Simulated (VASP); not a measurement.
Here is a VASP 6.6.1 calculation.

Contents of INCAR:

```
SYSTEM = VCrC2
  PREC = Accurate
  ENCUT = 520
  EDIFF = 1E-6
  ISMEAR = -1
  SIGMA = 0.05
  LREAL = .FALSE.
  LASPH = .TRUE.
  NELM = 150
  ALGO = Normal
  ISIF = 2
  LWAVE = .FALSE.
  LCHARG = .FALSE.
  ISPIN = 2
  MAGMOM = 0 0 0 0
  LORBIT = 11
  NUPDOWN = 0.0
  LMAXMIX = 4
  GGA = PE
  NBANDS = 28
```

KPOINTS

```
regular mesh
0
G
  9 9 9
  0 0 0
```

POSCAR

```
VCrC2
1.0
    1.4606320425      0.8432963029      4.7393853233
   -1.4606320425      0.8432963029      4.7393853233
    0.0000000000     -1.6865926058      4.7393853233
Cr V C
1 1 2
Direct
    0.5000000000      0.5000000000      0.5000000000
    0.0000000000      0.0000000000      0.0000000000
    0.2487590000      0.2487590000      0.2487590000
    0.7512410000      0.7512410000      0.7512410000
```

Potentials or basis: VASP PAW PBE potentials, release 64 (Cr_pv, V_sv, C).

Command:

```console
$ cat potpaw_PBE.64/Cr_pv/POTCAR potpaw_PBE.64/V_sv/POTCAR potpaw_PBE.64/C/POTCAR > POTCAR
$ mpirun -np 1 vasp_std > vasp.out
```

Predict the pressure.

-2.5 GPa.

Predict the largest force.

0.007 eV/Å.

Stress tensor (GPa, compression positive):
```
-2.63  0.00  0.00
 0.00 -2.63  0.00
 0.00  0.00 -2.33
```

Caveat: the total moment is fixed, so each spin has its own Fermi level.
